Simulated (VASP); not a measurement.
Set up this calculation in VASP 6.6.1, as the native input.

```yaml
Task: single point
Functional: PBEsol
Potentials_or_basis: VASP PAW PBE potentials, release 64 (Fe, Co)
Cutoff: 520 eV
k_mesh: 12 × 12 × 12
Occupations: gaussian, width 0.1 eV
Spin: collinear spin, ferromagnetic start
Starting_moments: "[4.52, 3.48, 3.48, 3.48] μB"
Fixed_moment: 15 μB
Dipole_correction: no
Further_INCAR_settings: ALGO = Normal; EDIFF = 1e-07; NBANDS = 30
```

The structure of FeCo3 lies in POSCAR:

```
FeCo3
1.0
    3.5357026200      0.0000000000      0.0000000000
    0.0000000000      3.5357026200      0.0000000000
    0.0000000000      0.0000000000      3.5357026200
Fe Co
1 3
Direct
    0.0000000000      0.0000000000      0.0000000000
    0.5000000000      0.5000000000      0.0000000000
    0.5000000000      0.0000000000      0.5000000000
    0.0000000000      0.5000000000      0.5000000000
```

One way to write it, as run:

INCAR

```
ALGO = Normal
EDIFF = 1E-7
ENCUT = 520
GGA = PS
ISIF = 2
ISMEAR = 0
ISPIN = 2
LASPH = T
LCHARG = F
LMAXMIX = 4
LORBIT = 11
LREAL = F
LWAVE = F
MAGMOM = 4.52 3.48 3.48 3.48
NBANDS = 30
NELM = 150
NUPDOWN = 15.0
PREC = Accurate
SIGMA = 0.1
```

KPOINTS

```
k-points
0
Gamma
  12 12 12
```

Potentials or basis: VASP PAW PBE potentials, release 64 (Fe, Co).

Command:

```sh
$ cat potpaw_PBE.64/Fe/POTCAR potpaw_PBE.64/Co/POTCAR > POTCAR
$ mpirun -np 1 vasp_std > vasp.out
```

Results of the run:

- Pressure: 70.4 GPa
- Net moment: 15.00 μB per cell
- Site moments: Fe +4.34; Co +3.28 μB
- Valence electrons inside the program's atomic spheres: Fe 7.17; Co 8.20

Caveat: the cell stands under pressure; the PAW data sets were made with another functional, which shifts forces and pressure a little; the total moment is fixed, so each spin has its own Fermi level and the state may be an excited one.

Run time: 8.3 min on 1 thread of Intel Xeon 8259CL (shared host), peak memory 0.29 GiB.
